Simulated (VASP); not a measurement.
Crystal: SnMo2.

```xyz
3
Lattice="4.6621 0.0000 0.0000 -2.3311 4.0375 0.0000 0.0000 0.0000 2.9637" Properties=species:S:1:pos:R:3 pbc="T T T"
Sn    0.0000    0.0000    0.0000
Mo    0.0000    2.6917    1.4818
Mo    2.3311    1.3458    1.4818
```

```yaml
Program: VASP 6.6.1
Task: relaxation of cell and atoms
Functional: PBE
Potentials_or_basis: VASP PAW PBE potentials, release 64 (Sn_d, Mo_sv)
Cutoff: 600 eV
k_mesh: 6 × 6 × 6
Occupations: gaussian, width 0.1 eV
Spin: no spin polarisation
```

At the start: pressure -6.6 GPa; volume 18.60 Å³/atom.

Task: How do energy, volume and symmetry change on relaxing?

Result: Over 5 steps the energy falls by 42.3 meV/atom and the volume is 18.04 Å³/atom (-3.0 %); space group P6/mmm (No. 191, to 0.1 Å) before and after.

Step by step:
| step | energy change (eV) | largest force (eV/Å) | pressure (GPa) | volume (Å³) |
| --- | --- | --- | --- | --- |
| 1 | 0.0000 | 0.0000 | -6.61 | 55.79 |
| 2 | 0.0831 | 0.0000 | 16.80 | 49.77 |
| 3 | -0.0882 | 0.0000 | 1.69 | 53.16 |
| 4 | -0.1214 | 0.0000 | 0.64 | 53.78 |
| 5 | -0.1269 | 0.0000 | 0.22 | 54.11 |

Final structure:
```xyz
3
Lattice="4.4994 0.0000 0.0000 -2.2497 3.8966 0.0000 0.0000 0.0000 3.0864" Properties=species:S:1:pos:R:3 pbc="T T T"
Sn    0.0000    0.0000    3.0864
Mo    0.0000    2.5977    1.5432
Mo    2.2497    1.2989    1.5432
```
